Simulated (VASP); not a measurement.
# BaTiO3 (Pm-3m) in VASP: settings compared, part 2 of 2

VASP 6.6.1. Earlier steps stand in the parts before.

## Step 5: Single point, RPBE

The input, INCAR:

```
PREC     = Accurate       # precision mode
ENCUT    = 1340           # plane-wave cutoff, eV
EDIFF    = 1E-6           # SCF threshold, eV
ISMEAR   = 0              # smearing method
SIGMA    = 0.01           # smearing width, eV
LREAL    = F              # projectors in reciprocal space
LASPH    = T              # aspherical terms in the spheres
NELM     = 120            # most SCF steps
ALGO     = Normal         # electronic algorithm
ISIF     = 2              # what is computed and relaxed
LWAVE    = F              # write WAVECAR
LCHARG   = T              # write CHGCAR
GGA      = RP             # functional
LELF     = T              # ELF
LVHAR    = T            
NBANDS   = 28             # bands
GGA_COMPAT= F
```

The input, KPOINTS:

```
Automatic mesh
0
Gamma
  4 4 4
  0.5 0.5 0.5
```

The input, POSCAR:

```
BaTiO3
1.0
    4.0060000000      0.0000000000      0.0000000000
    0.0000000000      4.0060000000      0.0000000000
    0.0000000000      0.0000000000      4.0060000000
Ba Ti O
1 1 3
Direct
    0.5000000000      0.5000000000      0.5000000000
    0.0000000000      0.0000000000      0.0000000000
    0.5000000000      0.0000000000      0.0000000000
    0.0000000000      0.5000000000      0.0000000000
    0.0000000000      0.0000000000      0.5000000000
```

Potentials or basis: VASP PAW PBE potentials, release 64 (Ba_sv, Ti_sv, O_h).

Run with:

```sh
> cat potpaw_PBE.64/Ba_sv/POTCAR potpaw_PBE.64/Ti_sv/POTCAR potpaw_PBE.64/O_h/POTCAR > POTCAR
> mpirun -np 1 vasp_std > vasp.out
```

OUTCAR:

```text
PREC = Accurate
   ENCUT = 1340
   EDIFF = 1E-6
   ISMEAR = 0
   LREAL = F
   LASPH = T
   NELM = 120
   ISIF = 2
   GGA = RP

 ion  position               nearest neighbor table
   1  0.500  0.500  0.500-   3 2.83   4 2.83   5 2.83   3 2.83   4 2.83   3 2.83   5 2.83   3 2.83
                             4 2.83   5 2.83   4 2.83   5 2.83   2 3.47   2 3.47   2 3.47   2 3.47
   2  0.000  0.000  0.000-   3 2.00   4 2.00   5 2.00   5 2.00   4 2.00   3 2.00   1 3.47   1 3.47
                             1 3.47   1 3.47   1 3.47   1 3.47   1 3.47   1 3.47
   3  0.500  0.000  0.000-   2 2.00   2 2.00   1 2.83   1 2.83   1 2.83   1 2.83
   4  0.000  0.500  0.000-   2 2.00   2 2.00   1 2.83   1 2.83   1 2.83   1 2.83
   5  0.000  0.000  0.500-   2 2.00   2 2.00   1 2.83   1 2.83   1 2.83   1 2.83

  LATTYP: Found a simple cubic cell.
 ALAT       =     4.0060000000

  Lattice vectors:

 A1 = (   4.0060000000,   0.0000000000,   0.0000000000)
 A2 = (   0.0000000000,   4.0060000000,   0.0000000000)
 A3 = (   0.0000000000,   0.0000000000,   4.0060000000)

Analysis of symmetry for initial positions (statically):
=====================================================================
[... 161 lines left out ...]
 cond. band min:       6.5933805943   @ k =   0.1250   0.1250   0.1250
 fundamental gap:      2.4579878610
 Fermi energy:         4.2724418550

 k-point     1 :       0.1250    0.1250    0.1250
  band No.  band energies     occupation
      1     -52.4725      2.00000
      2     -28.6155      2.00000
      3     -28.6149      2.00000
      4     -28.6149      2.00000
      5     -20.5089      2.00000
      6     -12.6467      2.00000
[... 113 lines left out ...]
     27      11.9378      0.00000
     28      11.9378      0.00000

------------------------ aborting loop because EDIFF is reached ----------------------------------------

  FORCE on cell =-STRESS in cart. coord.  units (eV):
  Direction    XX          YY          ZZ          XY          YZ          ZX
  --------------------------------------------------------------------------------------
  -------------------------------------------------------------------------------------
  Total        3.0170748      3.0170748      3.0170748      0.0000000      0.0000000     -0.0000000
  in kB       75.1906479     75.1906479     75.1906479      0.0000000      0.0000000     -0.0000000
  external PRESSURE =      75.1906479 kB  Pullay stress =       0.0000000 kB

 VOLUME and BASIS-vectors are now :
 -----------------------------------------------------------------------------
  energy-cutoff  :     1340.00
  volume of cell :       64.29
      direct lattice vectors                 reciprocal lattice vectors
     4.006000000  0.000000000  0.000000000     0.249625562  0.000000000  0.000000000
     0.000000000  4.006000000  0.000000000     0.000000000  0.249625562  0.000000000
     0.000000000  0.000000000  4.006000000     0.000000000  0.000000000  0.249625562

 POSITION                                       TOTAL-FORCE (eV/Angst)
 -----------------------------------------------------------------------------------
      2.00300      2.00300      2.00300         0.000000      0.000000      0.000000
      0.00000      0.00000      0.00000         0.000000      0.000000      0.000000
      2.00300      0.00000      0.00000         0.000000      0.000000      0.000000
      0.00000      2.00300      0.00000         0.000000      0.000000      0.000000
      0.00000      0.00000      2.00300         0.000000      0.000000      0.000000
 -----------------------------------------------------------------------------------
    total drift:                                0.000000      0.000000      0.000000

  FREE ENERGIE OF THE ION-ELECTRON SYSTEM (eV)
  ---------------------------------------------------
  free  energy   TOTEN  =       -37.9059405356 eV

  energy  without entropy=      -37.9059405356  energy(sigma->0) =      -37.90594054
```

OSZICAR:

```text
N       E                     dE             d eps       ncg     rms          rms(c)
DAV:   1     0.683363052403E+03    0.68336E+03   -0.35609E+04   224   0.309E+03
DAV:   2     0.838570590284E+02   -0.59951E+03   -0.57224E+03   232   0.626E+02
DAV:   3    -0.402907374943E+02   -0.12415E+03   -0.11280E+03   328   0.219E+02
DAV:   4    -0.485565040660E+02   -0.82658E+01   -0.82362E+01   296   0.539E+01
DAV:   5    -0.488250388595E+02   -0.26853E+00   -0.26836E+00   336   0.970E+00    0.230E+01
DAV:   6    -0.379752531432E+02    0.10850E+02   -0.56160E+01   320   0.658E+01    0.969E+00
DAV:   7    -0.380286440568E+02   -0.53391E-01   -0.10364E+01   304   0.228E+01    0.662E+00
DAV:   8    -0.378886730829E+02    0.13997E+00   -0.69606E-01   268   0.682E+00    0.378E+00
DAV:   9    -0.379393599771E+02   -0.50687E-01   -0.47476E-01   324   0.649E+00    0.183E+00
DAV:  10    -0.379138504593E+02    0.25510E-01   -0.26435E-01   264   0.500E+00    0.818E-01
DAV:  11    -0.379060044530E+02    0.78460E-02   -0.37354E-02   304   0.133E+00    0.290E-01
DAV:  12    -0.379060502121E+02   -0.45759E-04   -0.77919E-03   260   0.871E-01    0.150E-01
DAV:  13    -0.379059181972E+02    0.13201E-03   -0.15362E-03   272   0.425E-01    0.384E-02
DAV:  14    -0.379059205570E+02   -0.23598E-05   -0.10717E-04   356   0.754E-02    0.198E-02
DAV:  15    -0.379059230602E+02   -0.25032E-05   -0.25684E-06   248   0.129E-02    0.197E-02
DAV:  16    -0.379059481426E+02   -0.25082E-04   -0.94113E-05   268   0.966E-02    0.302E-02
DAV:  17    -0.379059400116E+02    0.81310E-05   -0.50867E-05   284   0.720E-02    0.882E-03
DAV:  18    -0.379059405356E+02   -0.52393E-06   -0.34692E-06   308   0.131E-02
   1 F= -.37905941E+02 E0= -.37905941E+02  d E =-.189295E-84
```

stdout:

```text
POSCAR found type information on POSCAR BaTiO
 POSCAR found :  3 types and       5 ions
 scaLAPACK will be used
 -----------------------------------------------------------------------------
|                                                                             |
|                                                                             |
|     You enforced a specific xc type in the INCAR file but a different       |
|     I HOPE YOU KNOW WHAT YOU ARE DOING!                                     |
|                                                                             |
 -----------------------------------------------------------------------------

 LDA part: xc-table for (Slater+PW92), standard interpolation
 POSCAR, INCAR and KPOINTS ok, starting setup
 FFT: planning ... GRIDC
 FFT: planning ... GRID_SOFT
 FFT: planning ... GRID
 WAVECAR not read
 entering main loop
```

Run time: 28 s. Hardware: 1 thread of AMD EPYC 9R45 (Zen 5), shared host; peak memory 0.3 GiB.

Results:

- Free energy: -37.9059 eV
- Pressure: 7.5 GPa
- Band gap on the k mesh: 2.46 eV (least direct gap 2.77 eV)

Levels at points of the mesh, in eV from the valence-band top:
```csv
k point,band 17,band 18,band 19,band 20,band 21,band 22,band 23,band 24
"(0.12, 0.12, 0.12)",-0.91,-0.76,-0.31,-0.31,2.46,2.52,2.52,4.73
```

Caveat: the cell stands under pressure; the PAW data sets were made with another functional, which shifts forces and pressure a little; spin-orbit coupling is left out, which moves the levels of the heavy elements; a shifted mesh leaves out Γ, where band edges can lie. A k mesh can miss the band edges.

## Step 6: The runs side by side

| level | gap on the mesh (eV) | pressure (GPa) |
| --- | --- | --- |
| PBEsol | 2.40 | -3.0 |
| revPBE | 2.45 | 6.3 |
| PBE | 2.43 | 3.2 |
| RPBE | 2.46 | 7.5 |

Alike in all rows: task single point; potentials or basis VASP PAW PBE potentials, release 64 (Ba_sv, Ti_sv, O_h); no spin polarisation; cell as given; k mesh 4 × 4 × 4, shifted; cutoff (eV) 1340; smearing gaussian 0.01 eV.

On the cell as given the gap runs from 2.40 eV (PBEsol) to 2.46 eV (RPBE). The pressure there spans -3.0 GPa (PBEsol) to 7.5 GPa (RPBE); a positive pressure means that this level wants a larger cell, a negative one a smaller.

Caveats: spin-orbit coupling is left out, which moves the levels of the heavy elements; a shifted mesh leaves out Γ, where band edges can lie; the PAW data sets were made with another functional, which shifts forces and pressure a little (at least some runs); the cell stands under pressure (at least some runs).

Absolute energies hang on the potentials; compare differences alone.
